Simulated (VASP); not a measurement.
# TiC in VASP: single point with PBE+D3(BJ)

Aim: the single point of TiC with PBE+D3(BJ).

Program: VASP 6.6.1. These are calculated values, not measurements. Logs are shortened: lines on timing, memory, paths and dates and some standing lists are left out, and cuts for length are marked.

**1. The cell of the first run**

The cell holds a slab with vacuum, 24 atoms: a = 6.069 Å, b = 6.069 Å, c = 22.194 Å, α = 90.00°, β = 90.00°, γ = 120.00°.

**2. Single point, PBE+D3(BJ)**

INCAR reads:

```
SYSTEM = TiC
PREC = Accurate ; ENCUT = 520
EDIFF = 1E-7 ; ISMEAR = 0
SIGMA = 0.1 ; LREAL = Auto
LASPH = .True. ; NELM = 100
ALGO = Normal ; ISIF = 2
LWAVE = .False. ; LCHARG = .True.
LDIPOL = .True. ; IDIPOL = 3
DIPOL = 0.5 0.5 0.500 ; GGA = PE
IVDW = 12 ; LELF = .True.
LVHAR = .True. ; LVACPOTAV = .True.
NBANDS = 114
```

KPOINTS reads:

```
regular mesh
0
Gamma
  4 4 1
  0 0 0
```

POSCAR reads:

```
TiC
1.0
    6.0686302234      0.0000000000      0.0000000000
   -3.0343151117      5.2555879396      0.0000000000
    0.0000000000      0.0000000000     22.1937697854
C Ti
12 12
Direct
    0.1666666667      0.3333333333      0.3604615204
    0.1666666667      0.8333333333      0.3604615204
    0.6666666667      0.3333333333      0.3604615204
    0.6666666667      0.8333333333      0.3604615204
    0.5000000000      0.5000000000      0.4720923041
    0.5000000000      0.0000000000      0.4720923041
    0.0000000000      0.5000000000      0.4720923041
    0.0000000000      0.0000000000      0.4720923041
    0.8333333333      0.6666666667      0.5876857468
    0.8333333333      0.1666666667      0.5876857468
    0.3333333333      0.6666666667      0.5876857468
    0.3333333333      0.1666666667      0.5876857468
    0.3333333333      0.1666666667      0.4162769122
    0.3333333333      0.6666666667      0.4162769122
    0.8333333333      0.1666666667      0.4162769122
    0.8333333333      0.6666666667      0.4162769122
    0.6666666667      0.3333333333      0.5271036218
    0.6666666667      0.8333333333      0.5271036218
    0.1666666667      0.3333333333      0.5271036218
    0.1666666667      0.8333333333      0.5271036218
    0.0000000000      0.5000000000      0.6349812480
    0.0000000000      0.0000000000      0.6349812480
    0.5000000000      0.5000000000      0.6349812480
    0.5000000000      0.0000000000      0.6349812480
```

Potentials or basis: VASP PAW PBE potentials, release 64 (C, Ti_sv).

The run is started by

```
cat potpaw_PBE.64/C/POTCAR potpaw_PBE.64/Ti_sv/POTCAR > POTCAR
mpirun -np 1 vasp_std > vasp.out
```

OUTCAR:

```text
SYSTEM = TiC
   PREC = Accurate
   ENCUT = 520
   EDIFF = 1E-7
   ISMEAR = 0
   LREAL = Auto
   LASPH = .True.
   NELM = 100
   ISIF = 2
   GGA = PE
   IVDW = 12
 IVDW          = 12

 ion  position               nearest neighbor table
   1  0.167  0.333  0.360-  13 2.15  14 2.15  15 2.15
   2  0.167  0.833  0.360-  14 2.15  13 2.15  16 2.15
   3  0.667  0.333  0.360-  15 2.15  16 2.15  13 2.15
   4  0.667  0.833  0.360-  16 2.15  15 2.15  14 2.15
   5  0.500  0.500  0.472-  18 2.14  19 2.14  17 2.14  13 2.15  16 2.15  14 2.15
   6  0.500  0.000  0.472-  17 2.14  20 2.14  18 2.14  14 2.15  15 2.15  13 2.15
   7  0.000  0.500  0.472-  20 2.14  17 2.14  19 2.14  15 2.15  14 2.15  16 2.15
   8  0.000  0.000  0.472-  19 2.14  18 2.14  20 2.14  16 2.15  13 2.15  15 2.15
   9  0.833  0.667  0.588-  22 2.04  23 2.04  21 2.04  18 2.21  17 2.21  20 2.21
  10  0.833  0.167  0.588-  21 2.04  24 2.04  22 2.04  17 2.21  18 2.21  19 2.21
[... 8 lines left out ...]
  19  0.167  0.333  0.527-   8 2.14   5 2.14   7 2.14  12 2.21  11 2.21  10 2.21
  20  0.167  0.833  0.527-   7 2.14   6 2.14   8 2.14  11 2.21  12 2.21   9 2.21
  21  0.000  0.500  0.635-  10 2.04  11 2.04   9 2.04
  22  0.000  0.000  0.635-   9 2.04  12 2.04  10 2.04
  23  0.500  0.500  0.635-  12 2.04   9 2.04  11 2.04
  24  0.500  0.000  0.635-  11 2.04  10 2.04  12 2.04

  LATTYP: Found a hexagonal cell.
 ALAT       =     6.0686302234
 C/A-ratio  =     3.6571300225

  Lattice vectors:

 A1 = (   6.0686302234,   0.0000000000,   0.0000000000)
 A2 = (  -3.0343151117,   5.2555879396,   0.0000000000)
 A3 = (   0.0000000000,   0.0000000000,  22.1937697854)

Analysis of symmetry for initial positions (statically):
=====================================================================
 Subroutine PRICEL returns following result:

  LATTYP: Found a hexagonal cell.
 ALAT       =     3.0343151117
 C/A-ratio  =     7.3142600450

  Lattice vectors:

 A1 = (   3.0343151117,   0.0000000000,   0.0000000000)
 A2 = (  -1.5171575558,   2.6277939698,   0.0000000000)
 A3 = (   0.0000000000,   0.0000000000,  22.1937697854)

   4 primitive cells build up your supercell.

 Routine SETGRP: Setting up the symmetry group for a
 hexagonal supercell.

 Subroutine GETGRP returns: Found  6 space group operations
 (whereof  6 operations were pure point group operations)
 out of a pool of 24 trial point group operations.

The static configuration has the point symmetry C_3v.

Analysis of symmetry for dynamics (positions and initial velocities):
=====================================================================
 Subroutine PRICEL returns following result:

  LATTYP: Found a hexagonal cell.
 ALAT       =     3.0343151117
 C/A-ratio  =     7.3142600450

  Lattice vectors:

 A1 = (   3.0343151117,   0.0000000000,   0.0000000000)
 A2 = (  -1.5171575558,   2.6277939698,   0.0000000000)
 A3 = (   0.0000000000,   0.0000000000,  22.1937697854)

   4 primitive cells build up your supercell.

 Routine SETGRP: Setting up the symmetry group for a
 hexagonal supercell.

 Subroutine GETGRP returns: Found  6 space group operations
 (whereof  6 operations were pure point group operations)
 out of a pool of 24 trial point group operations.

The dynamic configuration has the point symmetry C_3v.

 Subroutine INISYM returns: Found  6 space group operations
 (whereof  6 operations are pure point group operations),
 and found     4 'primitive' translations

----------------------------------------------------------------------------------------

                                     Primitive cell

  volume of cell :     176.9632

  direct lattice vectors                    reciprocal lattice vectors
     3.034315112  0.000000000  0.000000000     0.329563662  0.190273669  0.000000000
    -1.517157556  2.627793970  0.000000000     0.000000000  0.380547338  0.000000000
     0.000000000  0.000000000 22.193769785     0.000000000  0.000000000  0.045057690

  length of vectors
     3.034315112  3.034315112 22.193769785     0.380547338  0.380547338  0.045057690

  position of ions in fractional coordinates (direct lattice)
     0.333333333  0.666666667  0.360461520
     1.000000000  1.000000000  0.472092304
     0.666666667  0.333333333  0.587685747
     0.666666667  0.333333333  0.416276912
     0.333333333  0.666666667  0.527103622
     1.000000000  1.000000000  0.634981248

  ion indices of the primitive-cell ions
   primitive index   ion index
                 1           1
                 2           7
                 3          12
                 4          13
                 5          19
                 6          21

----------------------------------------------------------------------------------------

 KPOINTS: regular mesh

Automatic generation of k-mesh.
 Grid dimensions read from file:
 generate k-points for:    4    4    1

 Generating k-lattice:

  Cartesian coordinates                     Fractional coordinates (reciprocal lattice)
     0.041195458  0.023784209  0.000000000     0.250000000 -0.000000000  0.000000000
     0.000000000  0.047568417  0.000000000     0.000000000  0.250000000  0.000000000
     0.000000000  0.000000000  0.045057690     0.000000000  0.000000000  1.000000000

  Length of vectors
     0.047568417  0.047568417  0.045057690

  Shift w.r.t. Gamma in fractional coordinates (k-lattice)
     0.000000000  0.000000000  0.000000000

 Subroutine IBZKPT returns following result:
 ===========================================

 Found      4 irreducible k-points:

 Following reciprocal coordinates:
            Coordinates               Weight
  0.000000  0.000000  0.000000      1.000000
  0.250000 -0.000000  0.000000      6.000000
  0.500000 -0.000000  0.000000      3.000000
  0.250000  0.250000  0.000000      6.000000
   k-points           NKPTS =      4   k-points in BZ     NKDIM =      4   number of bands    NBANDS=    114
   number of dos      NEDOS =    301   number of ions     NIONS =     24
   total plane-waves  NPLWV = 387072
   dimension x,y,z NGX =    48 NGY =   48 NGZ =  168
   dimension x,y,z NGXF=    96 NGYF=   96 NGZF=  336
   ions per type =              12  12
   NGX,Y,Z   is equivalent  to a cutoff of  13.15, 13.15, 12.58 a.u.
   NGXF,Y,Z  is equivalent  to a cutoff of  26.30, 26.30, 25.17 a.u.
 SYSTEM =  TiC
   PREC   = accura    normal or accurate (medium, high low for compatibility)
   ISTART =      0    job   : 0-new  1-cont  2-samecut
   ICHARG =      2    charge: 1-file 2-atom 10-const
   ISPIN  =      1    spin polarized calculation?
   LNONCOLLINEAR =      F non collinear calculations
   LSORBIT =      F    spin-orbit coupling
   LASPH  =      T    aspherical Exc in radial PAW
   ENCUT  =  520.0 eV  38.22 Ry    6.18 a.u.  11.28 11.28 41.27*2*pi/ulx,y,z
   NELM   =    100;   NELMIN=  2; NELMDL= -5     # of ELM steps
   EDIFF  = 0.1E-06   stopping-criterion for ELM
   LREAL  =      T    real-space projection
   EDIFFG = 0.1E-05   stopping-criterion for IOM
   NSW    =      0    number of steps for IOM
   IBRION =     -1    ionic relax: 0-MD 1-quasi-New 2-CG
   NFREE  =      0    steps in history (QN), initial steepest desc. (CG)
   ISIF   =      2    stress and relaxation
   ISYM   =      2    0-nonsym 1-usesym 2-fastsym
   POTIM  = 0.5000    time-step for ionic-motion
   TEBEG  =    0.0;   TEEND  =   0.0 temperature during run
   PSTRESS=    0.0 pullay stress
   NELECT =     192.0000    total number of electrons
   NUPDOWN=      -1.0000    fix difference up-down
   EMIN   =  10.00;   EMAX   =-10.00  energy-range for DOS
   EFERMI =   0.00;   METHOD = LEGACY
   ISMEAR =     0;   SIGMA  =   0.10  broadening in eV -4-tet -1-fermi 0-gaus
   EFERMI_NEDOS =   21; number of points for ismear=-14 and -15
   IALGO  =     38    algorithm
   IMIX   =      4    mixing-type and parameters
     AMIX     =   0.40;   BMIX     =  1.00
     AMIX_MAG =   1.60;   BMIX_MAG =  1.00
  volume/ion in A,a.u.               =      29.49       199.03
  Fermi-wavevector in a.u.,A,eV,Ry     =   1.059728  2.002595 15.279648  1.123022
  Thomas-Fermi vector in A             =   2.195083
   LORBIT       =      0    0 simple, 1 ext, 2 COOP (PROOUT), +10 PAW based schemes
   GGA     = PE    functional components
   LHFCALC =     F    Hartree Fock is set to
   AEXX    =    0.0000 exact exchange contribution
   IVDW    =    12    specifies the selected vdW correction
   LEPSILON=     F    determine dielectric tensor
   LRPA    =     F    only Hartree local field effects (RPA)
 non-spin polarized calculation
 Gauss-broadening in eV      SIGMA  =   0.10
  energy-cutoff  :      520.00
  volume of cell :      707.85
 maximum number of plane-waves:     19100
 NGX is ok and might be reduce to    48
   NGX = 23   NGY = 23   NGZ = 83

 dipolmoment           0.000000      0.000000      0.116629 electrons x Angstroem

 number of electron     191.9999980 magnetization

 dipolmoment           0.000000      0.000000     -0.383762 electrons x Angstroem

 Free energy of the ion-electron system (eV)
  ---------------------------------------------------
  ext. energy  EPLUGINS =         0.00000000
  ---------------------------------------------------
  free energy    TOTEN  =      -201.65873153 eV

  energy without entropy =     -201.54970088  energy(sigma->0) =     -201.60421621

 E-fermi :  -0.3148     XC(G=0):  -5.3261

 val. band max:       -0.3460365784   @ k =   0.2500  -0.0000   0.0000
 cond. band min:      -0.2581473684   @ k =   0.2500   0.2500   0.0000
 fundamental gap:      0.0878892100
 Fermi energy:        -0.3147785627

 k-point     1 :       0.0000    0.0000    0.0000
  band No.  band energies     occupation
      1     -57.1970      2.00000
      2     -57.1405      2.00000
      3     -57.1405      2.00000
      4     -57.1405      2.00000
      5     -56.9752      2.00000
      6     -56.9228      2.00000
[... 100 lines left out ...]
    107       1.3797      0.00000
    108       1.3797      0.00000

 k-point     2 :       0.2500   -0.0000    0.0000
  band No.  band energies     occupation
      1     -57.1888      2.00000
      2     -57.1488      2.00000
      3     -57.1405      2.00000
      4     -57.1405      2.00000
      5     -56.9676      2.00000
      6     -56.9305      2.00000
[... 100 lines left out ...]
    107       1.2344      0.00000
    108       1.5014      0.00000

 k-point     3 :       0.5000   -0.0000    0.0000
  band No.  band energies     occupation
      1     -57.1689      2.00000
      2     -57.1689      2.00000
      3     -57.1406      2.00000
      4     -57.1406      2.00000
      5     -56.9491      2.00000
      6     -56.9491      2.00000
[... 100 lines left out ...]
    107       1.2211      0.00000
    108       1.2211      0.00000

 k-point     4 :       0.2500    0.2500    0.0000
  band No.  band energies     occupation
      1     -57.1747      2.00000
      2     -57.1547      2.00000
      3     -57.1547      2.00000
      4     -57.1347      2.00000
      5     -56.9545      2.00000
      6     -56.9360      2.00000
[... 100 lines left out ...]
    107       1.0127      0.00000
    108       1.2017      0.00000
 [bands above 108 left out]

------------------------ aborting loop because EDIFF is reached ----------------------------------------

 Edisp (eV)   -7.91051

 E8    (eV) :    -3.5198

  FORCE on cell =-STRESS in cart. coord.  units (eV):
  Direction    XX          YY          ZZ          XY          YZ          ZX
  --------------------------------------------------------------------------------------
  -------------------------------------------------------------------------------------
  Total      -1.51315    -1.51315    -3.69843    -0.00000     0.00000     0.00000
  in kB      -3.42491    -3.42491    -8.37116    -0.00000     0.00000     0.00000
  external pressure =       -5.07 kB  Pullay stress =        0.00 kB

 VOLUME and BASIS-vectors are now :
 -----------------------------------------------------------------------------
  energy-cutoff  :      520.00
  volume of cell :      707.85
      direct lattice vectors                 reciprocal lattice vectors
     6.068630223  0.000000000  0.000000000     0.164781831  0.095136834  0.000000000
    -3.034315112  5.255587940  0.000000000     0.000000000  0.190273669  0.000000000
     0.000000000  0.000000000 22.193769785     0.000000000  0.000000000  0.045057690

 POSITION                                       TOTAL-FORCE (eV/Angst)
 -----------------------------------------------------------------------------------
      0.00000      1.75186      8.00000         0.000000      0.000000      0.691034
     -1.51716      4.37966      8.00000         0.000000      0.000000      0.691034
      3.03432      1.75186      8.00000        -0.000000     -0.000000      0.691034
      1.51716      4.37966      8.00000        -0.000000      0.000000      0.691034
      1.51716      2.62779     10.47751         0.000000      0.000000     -0.105949
      3.03432      0.00000     10.47751         0.000000      0.000000     -0.105949
[... 16 lines left out ...]
      1.51716      2.62779     14.09263        -0.000000      0.000000      0.017592
      3.03432      0.00000     14.09263         0.000000      0.000000      0.017592
 -----------------------------------------------------------------------------------
    total drift:                               -0.000002     -0.000000     -0.075142

  FREE ENERGIE OF THE ION-ELECTRON SYSTEM (eV)
  ---------------------------------------------------
  free  energy   TOTEN  =      -209.5692375584 eV

  energy  without entropy=     -209.4602068992  energy(sigma->0) =     -209.51472223

 vacuum level on the upper side and lower side of the slab         4.242         6.419
```

It took 24 min on 1 thread of AMD EPYC 7R13 (Zen 3), shared host; peak memory 0.83 GiB.

Results:

| Property | Result |
| --- | --- |
| Free energy | -209.5692 eV |
| Largest force | 0.691 eV/Å |
| Band gap on the k mesh | zero (bands 96 and 97 overlap by 0.35 eV) |
| Dispersion energy per atom | -0.330 eV |

Forces on the atoms (eV/Å):
```
C    0.000  0.000  0.691
C    0.000  0.000  0.691
C    0.000  0.000  0.691
C    0.000  0.000  0.691
C    0.000  0.000 -0.106
C    0.000  0.000 -0.106
C    0.000  0.000 -0.106
C    0.000  0.000 -0.106
C    0.000  0.000  0.005
C    0.000  0.000  0.005
C    0.000  0.000  0.005
C    0.000  0.000  0.005
Ti   0.000  0.000 -0.602
Ti   0.000  0.000 -0.602
Ti   0.000  0.000 -0.602
Ti   0.000  0.000 -0.602
Ti   0.000  0.000 -0.005
Ti   0.000  0.000 -0.005
Ti   0.000  0.000 -0.005
Ti   0.000  0.000 -0.005
Ti   0.000  0.000  0.018
Ti   0.000  0.000  0.018
Ti   0.000  0.000  0.018
Ti   0.000  0.000  0.018
```

Levels at points of the mesh, in eV from the Fermi level:
```csv
k point,band 92,band 93,band 94,band 95,band 96,band 97,band 98,band 99,band 100,band 101
"(0.00, 0.00, 0.00)",-0.26,0.27,0.27,0.27,0.29,0.29,0.31,0.31,0.31,0.62
"(0.50, 0.00, 0.00)",-0.61,-0.26,-0.26,-0.24,-0.24,-0.04,-0.04,0.09,0.09,0.42
```
